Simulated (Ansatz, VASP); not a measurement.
**One calculation of Be3NbP, two programs**

Contents of INCAR:

```
ALGO = Normal ; EDIFF = 1E-6
ENCUT = 600 ; GGA = PE
GGA_COMPAT = F ; ISIF = 2
ISMEAR = 0 ; ISPIN = 2
LASPH = T ; LCHARG = F
LMAXMIX = 4 ; LORBIT = 11
LREAL = F ; LWAVE = F
MAGMOM = 0 0 0 1 0 ; NBANDS = 24
NELM = 200 ; PREC = Accurate
SIGMA = 0.1
```

KPOINTS

```
k-points
0
Gamma
  4 4 4
```

POSCAR

```
Be3NbP
1.0
    4.0077081533      0.0000000000      0.0000000000
    0.0000000000      4.0077081533      0.0000000000
    0.0000000000      0.0000000000      4.0077081533
Be Nb P
3 1 1
Direct
    0.0000000000      0.5000000000      0.5000000000
    0.5000000000      0.5000000000      0.0000000000
    0.5000000000      0.0000000000      0.5000000000
    0.0000000000      0.0000000000      0.0000000000
    0.5000000000      0.5000000000      0.5000000000
```

Input for Ansatz:

```yaml
crystal:
  lattice:
    - [4.0077081533, 0.0, 0.0]
    - [0.0, 4.0077081533, 0.0]
    - [0.0, 0.0, 4.0077081533]
  atoms:
    - { symbol: Be, position: [0.0, 0.5, 0.5] }
    - { symbol: Be, position: [0.5, 0.5, 0.0] }
    - { symbol: Be, position: [0.5, 0.0, 0.5] }
    - { symbol: Nb, position: [0.0, 0.0, 0.0], spin: 1.0 }
    - { symbol: P, position: [0.5, 0.5, 0.5] }
basis:
  ecutwfc: 420
kpoints:
  mp_grid: { grid: [4, 4, 4] }
hamiltonian:
  xc: pbe
scf:
  occupations: { method: gaussian, width: 0.1 }
  lower_state_search: "off"
output:
  forces: true
  stress: true
  eigenvalues: true
  populations: true
magnetization:
  spin_polarized: true
```

Change from the starting cell: species swapped into the AlFe3C type (Pm-3m, No. 221).

Alike in both runs: task single point; functional PBE; k mesh 4 × 4 × 4; occupations gaussian, width 0.1 eV; collinear spin.

```csv
,VASP,Ansatz
version,VASP 6.6.1,Ansatz 0.2.0
potentials or method,"VASP PAW PBE potentials, release 64 (Be, Nb_sv, P), cutoff 600 eV","scalar-relativistic, plane waves, PAW"
valence electrons in the cell,24,24
```

```csv
,VASP,Ansatz,Ansatz less VASP
gap on the k mesh at the Fermi level (eV),none,none,-
pressure (GPa),0.8,0.8,+0.05
net moment per atom (μB),0.17,0.17,+0.001
size of the moment on the site where the two differ most (μB),0.06,0.05,-0.011
```

Site moments also hang on the region over which each program counts them. A gap of «none» marks a metal or a gap that the smearing closes.

The k mesh is coarse, so the values compare programs but aren't converged.
